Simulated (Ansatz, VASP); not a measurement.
# TiO in VASP and in Ansatz

POSCAR

```
TiO
1.0
    4.9890877720      0.0000000000      0.0000000000
   -2.4945438860      4.3206767523      0.0000000000
    0.0000000000      0.0000000000      2.8733134400
Ti O
3 3
Direct
    0.6666666667      0.3333333333      0.5000000000
    0.3333333333      0.6666666667      0.5000000000
    0.0000000000      0.0000000000      0.0000000000
    0.6055592400      0.6055592400      0.0000000000
    0.3944407600      0.0000000000      0.0000000000
    0.0000000000      0.3944407600      0.0000000000
```

File INCAR.step1:

```
PREC     = Accurate       # precision mode
ENCUT    = 520            # plane-wave cutoff, eV
ISMEAR   = 0              # smearing method
SIGMA    = 0.1            # smearing width, eV
LREAL    = F              # projectors in reciprocal space
LASPH    = T              # aspherical terms in the spheres
NELM     = 80             # most SCF steps
NBANDS   = 36             # bands
GGA      = PE             # functional
ALGO     = Normal         # electronic algorithm
EDIFF    = 1E-4           # SCF threshold, eV
LWAVE    = T              # write WAVECAR
LCHARG   = F              # write CHGCAR
```

The input INCAR.step2:

```
PREC     = Accurate       # precision mode
ENCUT    = 520            # plane-wave cutoff, eV
EDIFF    = 1E-7           # SCF threshold, eV
ISMEAR   = 0              # smearing method
SIGMA    = 0.1            # smearing width, eV
LREAL    = F              # projectors in reciprocal space
LASPH    = T              # aspherical terms in the spheres
NELM     = 80             # most SCF steps
ALGO     = Normal         # electronic algorithm
ISIF     = 2              # what is computed and relaxed
LWAVE    = F              # write WAVECAR
LCHARG   = F              # write CHGCAR
METAGGA  = R2SCAN         # meta-GGA
LMIXTAU  = T            
NBANDS   = 36             # bands
ISTART   = 1
```

The input KPOINTS:

```
regular mesh
0
Gamma
  12 12 12
```

Input for Ansatz:

```yaml
crystal:
  lattice:
    - [4.989087772, 0.0, 0.0]
    - [-2.494543886, 4.3206767523, 0.0]
    - [0.0, 0.0, 2.87331344]
  atoms:
    - { symbol: Ti, position: [0.6666666667, 0.3333333333, 0.5] }
    - { symbol: Ti, position: [0.3333333333, 0.6666666667, 0.5] }
    - { symbol: Ti, position: [0.0, 0.0, 0.0] }
    - { symbol: O, position: [0.60555924, 0.60555924, 0.0] }
    - { symbol: O, position: [0.39444076, 0.0, 0.0] }
    - { symbol: O, position: [0.0, 0.39444076, 0.0] }
basis:
  ecutwfc: 500
kpoints:
  mp_grid: { grid: [12, 12, 12] }
hamiltonian:
  xc: r2scan
scf:
  occupations: { method: gaussian, width: 0.1 }
  mixing: { ndim: 8, algorithm: broyden }
  max_iter: 120
  lower_state_search: "off"
  initial_density: { chi_scale: 0, normalization: atom }
output:
  forces: true
  stress: true
  eigenvalues: true
```

Alike in both runs: task single point; functional r2SCAN; k mesh 12 × 12 × 12; occupations gaussian, width 0.1 eV; no spin polarisation.

|  | VASP | Ansatz |
| --- | --- | --- |
| version | VASP 6.6.1 | Ansatz 0.2.0 |
| potentials or method | VASP PAW PBE potentials, release 64 (Ti_sv, O), cutoff 520 eV | scalar-relativistic, plane waves, PAW |
| valence electrons in the cell | 54 | 54 |

```tsv
	VASP	Ansatz	Ansatz less VASP
gap on the k mesh at the Fermi level (eV)	none	none	-
pressure (GPa)	0.1	-1.5	-1.56
traceless stress, the component that is largest in VASP (GPa)	-0.11	-0.12	-0.009
rms of the force components (eV/Å)	0.003	0.014	+0.0111
```

VASP's potentials were made for PBE, not for r2SCAN. Atom by atom the forces differ by 0.011 eV/Å (rms over components). A gap of «none» marks a metal or a gap that the smearing closes. The functional is the same, so the differences come from potentials, cutoffs and numerics.
